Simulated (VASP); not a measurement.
The system is CO2.

```xyz
6
Lattice="-1.9747 1.9747 3.0141 1.9747 -1.9747 3.0141 1.9747 1.9747 -3.0141" Properties=species:S:1:pos:R:3 pbc="T T T"
O     1.3223    0.9874    3.7676
O     0.6525    0.9874    0.7535
O     2.9621    0.6525   -0.7535
O    -0.9874    1.3223    2.2605
C     0.0000    0.0000    0.0000
C     0.0000    1.9747    1.5070
```

| Property | Result |
| --- | --- |
| Program | VASP 6.6.1 |
| Task | relaxation of cell and atoms |
| Functional | LDA |
| Potentials or basis | VASP PAW LDA potentials, release 64 (O, C) |
| Cutoff | 600 eV |
| k mesh | 9 × 9 × 9 |
| Occupations | fermi-dirac, width 0.05 eV |
| Spin | no spin polarisation |

At the start: pressure -12.4 GPa; volume 7.84 Å³/atom.

How do energy, volume and symmetry change on relaxing?

Over 10 steps the energy falls by 16.1 meV/atom and the volume is 7.37 Å³/atom (-5.9 %); space group I-42d (No. 122, to 0.1 Å) before and after.

The path:
```csv
step,energy change (eV),largest force (eV/Å),pressure (GPa),volume (Å³)
1,0.0000,0.4246,-12.43,47.01
2,0.0844,1.4683,18.81,43.00
3,-0.0769,0.2921,-1.12,45.31
4,-0.0770,0.3074,-0.88,45.28
5,-0.0915,0.1576,-0.44,44.79
6,-0.0954,0.0072,0.01,44.33
7,-0.0955,0.0210,-0.01,44.37
8,-0.0960,0.0047,-0.16,44.36
9,-0.0966,0.0333,-0.56,44.32
10,-0.0967,0.0053,0.08,44.23
```

Final structure:
```
O C
1.0
    -1.93529    1.93529    2.95237
     1.93529   -1.93529    2.95237
     1.93529    1.93529   -2.95237
O C
4 2
Direct
  0.87500 0.95498 0.57998
  0.37500 0.29502 0.42002
  0.04502 0.62500 0.92002
  0.70498 0.12500 0.07998
  0.00000 0.00000 0.00000
  0.75000 0.25000 0.50000
```
